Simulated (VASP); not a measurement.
# AgI (P6_3mc) in VASP: notebook, part 2 of 2

VASP 6.6.1.

## 3. Single point, LDA (film at in-plane strain -0.005)

Input file INCAR:

```
SYSTEM = AgI
PREC = Accurate
ENCUT = 500
EDIFF = 1E-6
ISMEAR = 0
SIGMA = 0.01
LREAL = .False.
LASPH = .True.
NELM = 120
ALGO = Normal
ISIF = 2
LWAVE = .False.
LCHARG = .False.
NBANDS = 26
GGA_COMPAT = .False.
```

Input file KPOINTS:

```
Automatic mesh
0
Gamma
  6 6 4
  0 0 0
```

Input file POSCAR:

```
AgI
1.0
    4.4625647430      0.0000000000      0.0000000000
   -2.2312823715      3.8646944334      0.0000000000
    0.0000000000      0.0000000000      7.3876404086
Ag I
2 2
Direct
    0.6666666667      0.3333333333      0.6293111479
    0.3333333333      0.6666666667      0.1293111479
    0.6666666667      0.3333333333      0.0006888521
    0.3333333333      0.6666666667      0.5006888521
```

Potentials or basis: VASP PAW LDA potentials, release 64 (Ag, I).

Started as:

```console
cat potpaw_LDA.64/Ag/POTCAR potpaw_LDA.64/I/POTCAR > POTCAR
mpirun -np 1 vasp_std > vasp.out
```

It took 26 s on 1 thread of Intel Xeon 6975P-C (Granite Rapids), shared host; peak memory 0.23 GiB.

The run converged. Its results:

* Free energy: -12.2440 eV
* Pressure: 0.2 GPa
* Band gap on the k mesh: 1.12 eV

Stress tensor (GPa, compression positive):
```
 0.24  0.00  0.00
 0.00  0.24  0.00
 0.00  0.00 -0.01
```

Levels at points of the mesh, in eV from the valence-band top:
| k point | band 15 | band 16 | band 17 | band 18 | band 19 | band 20 | band 21 | band 22 |
| --- | --- | --- | --- | --- | --- | --- | --- | --- |
| (0.00, 0.00, 0.00) | -0.84 | -0.09 | 0.00 | 0.00 | 1.12 | 2.47 | 5.55 | 5.55 |
| (0.50, 0.00, 0.00) | -2.56 | -2.05 | -1.27 | -0.81 | 3.17 | 3.36 | 4.49 | 5.78 |
| (0.00, 0.00, 0.50) | -0.44 | -0.44 | -0.44 | -0.44 | 2.50 | 2.50 | 5.43 | 5.43 |
| (0.50, 0.00, 0.50) | -1.48 | -1.48 | -1.43 | -1.43 | 2.97 | 2.97 | 4.65 | 4.65 |

Caveat: the cell differs from its parent crystal (film at in-plane strain -0.005); spin-orbit coupling is left out, which moves the levels of the heavy elements.

## 4. Single point, LDA

This run uses another cell than the first one, of 31.97 Å³/atom.

Input file INCAR:

```
SYSTEM = AgI
  PREC = Accurate
  ENCUT = 500
  EDIFF = 1E-6
  ISMEAR = 0
  SIGMA = 0.01
  LREAL = .False.
  LASPH = .True.
  NELM = 120
  ALGO = Normal
  ISIF = 2
  LWAVE = .False.
  LCHARG = .False.
  GGA = CA
  NBANDS = 26
  GGA_COMPAT = .False.
```

Input file KPOINTS:

```
regular mesh
0
Gamma
  6 6 4
  0 0 0
```

Input file POSCAR:

```
AgI
1.0
    4.4849896914      0.0000000000      0.0000000000
   -2.2424948457      3.8841150085      0.0000000000
    0.0000000000      0.0000000000      7.3405745134
Ag I
2 2
Direct
    0.6666666667      0.3333333333      0.6277265145
    0.3333333333      0.6666666667      0.1277265145
    0.6666666667      0.3333333333      0.0022734855
    0.3333333333      0.6666666667      0.5022734855
```

Potentials or basis: VASP PAW LDA potentials, release 64 (Ag, I).

Started as:

```console
cat potpaw_LDA.64/Ag/POTCAR potpaw_LDA.64/I/POTCAR > POTCAR
mpirun -np 1 vasp_std > vasp.out
```

OUTCAR:

```text
SYSTEM = AgI
   PREC = Accurate
   ENCUT = 500
   EDIFF = 1E-6
   ISMEAR = 0
   LREAL = .False.
   LASPH = .True.
   NELM = 120
   ISIF = 2
   GGA = CA

 ion  position               nearest neighbor table
   1  0.667  0.333  0.628-   4 2.75   4 2.75   4 2.75   3 2.75
   2  0.333  0.667  0.128-   3 2.75   3 2.75   3 2.75   4 2.75
   3  0.667  0.333  0.002-   2 2.75   2 2.75   2 2.75   1 2.75
   4  0.333  0.667  0.502-   1 2.75   1 2.75   1 2.75   2 2.75

  LATTYP: Found a hexagonal cell.
 ALAT       =     4.4849896914
 C/A-ratio  =     1.6366981907

  Lattice vectors:

 A1 = (   4.4849896914,   0.0000000000,   0.0000000000)
 A2 = (  -2.2424948457,   3.8841150085,   0.0000000000)
 A3 = (   0.0000000000,   0.0000000000,   7.3405745134)

Analysis of symmetry for initial positions (statically):
=====================================================================
 Subroutine PRICEL returns:
 Original cell was already a primitive cell.

 Routine SETGRP: Setting up the symmetry group for a
 hexagonal supercell.

 Subroutine GETGRP returns: Found 12 space group operations
 (whereof  6 operations were pure point group operations)
 out of a pool of 24 trial point group operations.

[... 166 lines left out ...]

 val. band max:        3.7198886089   @ k =   0.0000   0.0000   0.0000
 cond. band min:       4.8463268902   @ k =   0.0000   0.0000   0.0000
 fundamental gap:      1.1264382813
 Fermi energy:         3.7848521770

 k-point     1 :       0.0000    0.0000    0.0000
  band No.  band energies     occupation
      1      -9.5448      2.00000
      2      -9.1870      2.00000
      3      -0.9626      2.00000
      4      -0.9540      2.00000
      5      -0.9540      2.00000
      6      -0.9535      2.00000
[... 598 lines left out ...]
     25      11.7383      0.00000
     26      11.7383      0.00000

------------------------ aborting loop because EDIFF is reached ----------------------------------------

  FORCE on cell =-STRESS in cart. coord.  units (eV):
  Direction    XX          YY          ZZ          XY          YZ          ZX
  --------------------------------------------------------------------------------------
  -------------------------------------------------------------------------------------
  Total        0.0194349      0.0194349      0.0106572      0.0000000      0.0000000      0.0000000
  in kB        0.2435057      0.2435057      0.1335278      0.0000000      0.0000000      0.0000000
  external PRESSURE =       0.2068464 kB  Pullay stress =       0.0000000 kB

 VOLUME and BASIS-vectors are now :
 -----------------------------------------------------------------------------
  energy-cutoff  :      500.00
  volume of cell :      127.87
      direct lattice vectors                 reciprocal lattice vectors
     4.484989691  0.000000000  0.000000000     0.222965953  0.128729453  0.000000000
    -2.242494846  3.884115008  0.000000000     0.000000000  0.257458906  0.000000000
     0.000000000  0.000000000  7.340574513     0.000000000  0.000000000  0.136229119

 POSITION                                       TOTAL-FORCE (eV/Angst)
 -----------------------------------------------------------------------------------
      2.24249      1.29471      4.60787        -0.000000      0.000000      0.000931
     -0.00000      2.58941      0.93759         0.000000     -0.000000      0.000931
      2.24249      1.29471      0.01669         0.000000      0.000000     -0.000931
     -0.00000      2.58941      3.68698        -0.000000     -0.000000     -0.000931
 -----------------------------------------------------------------------------------
    total drift:                               -0.000000     -0.000000      0.000110

  FREE ENERGIE OF THE ION-ELECTRON SYSTEM (eV)
  ---------------------------------------------------
  free  energy   TOTEN  =       -12.2450854742 eV

  energy  without entropy=      -12.2450854742  energy(sigma->0) =      -12.24508547
```

Run time: 26 s. Hardware: 1 thread of Intel Xeon 6975P-C (Granite Rapids), shared host; peak memory 0.23 GiB.

Results:

```yaml
Free_energy: -12.2451 eV
Pressure: 0.0 GPa
Band_gap_on_the_k_mesh: 1.13 eV
```

Caveat: spin-orbit coupling is left out, which moves the levels of the heavy elements. LDA gaps usually lie below the measured ones, often by a third to a half.

## 5. Summary

```csv
cell,gap on the mesh (eV),pressure (GPa)
"a = 4.463, b = 4.463, c = 7.363 Å, angles 90.0, 90.0, 120.0°, 4 atoms, atomic positions A",1.12,0.3
"a = 4.463, b = 4.463, c = 7.388 Å, angles 90.0, 90.0, 120.0°, 4 atoms, atomic positions B",1.12,0.2
"a = 4.485, b = 4.485, c = 7.341 Å, angles 90.0, 90.0, 120.0°, 4 atoms, atomic positions A",1.13,0.0
```

Alike in all rows: task single point; level LDA; potentials or basis VASP PAW LDA potentials, release 64 (Ag, I); no spin polarisation; k mesh 6 × 6 × 4; cutoff (eV) 500; smearing gaussian 0.01 eV.

Caveats: spin-orbit coupling is left out, which moves the levels of the heavy elements.

Total energies depend on the potentials used, so only differences within one code and one set of settings carry meaning.
